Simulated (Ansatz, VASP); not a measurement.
**Ga2O3: VASP beside Ansatz**

```
Ga O
1.0
     2.52889    1.46005    4.54101
    -2.52889    1.46005    4.54101
     0.00000   -2.92010    4.54101
Ga O
4 6
Direct
  0.85584 0.85584 0.85584
  0.35584 0.35584 0.35584
  0.14416 0.14416 0.14416
  0.64416 0.64416 0.64416
  0.44687 0.05313 0.75000
  0.05313 0.75000 0.44687
  0.55313 0.94687 0.25000
  0.25000 0.55313 0.94687
  0.94687 0.25000 0.55313
  0.75000 0.44687 0.05313
```

Alike in both runs: task single point; functional PBE; k mesh 6 × 6 × 6; no spin polarisation.

|  | VASP | Ansatz |
| --- | --- | --- |
| version | VASP 6.6.1 | Ansatz 0.2.0 |
| potentials or method | VASP PAW PBE potentials, release 64 (Ga_d, O) | plane waves, PAW |
| plane-wave cutoff (eV) | 520 | 420 |
| occupations | gaussian, width 0.01 eV | fixed |
| valence electrons in the cell | 88 | 88 |

```tsv
	VASP	Ansatz	Ansatz less VASP
gap on the k mesh at the Fermi level (eV)	2.39	2.40	+0.009
pressure (GPa)	1.0	0.0	-0.97
traceless stress, the component that is largest in VASP (GPa)	-0.08	0.00	+0.087
rms of the force components (eV/Å)	0.004	0.000	-0.0040
```

Atom by atom the forces differ by 0.004 eV/Å (rms over components).
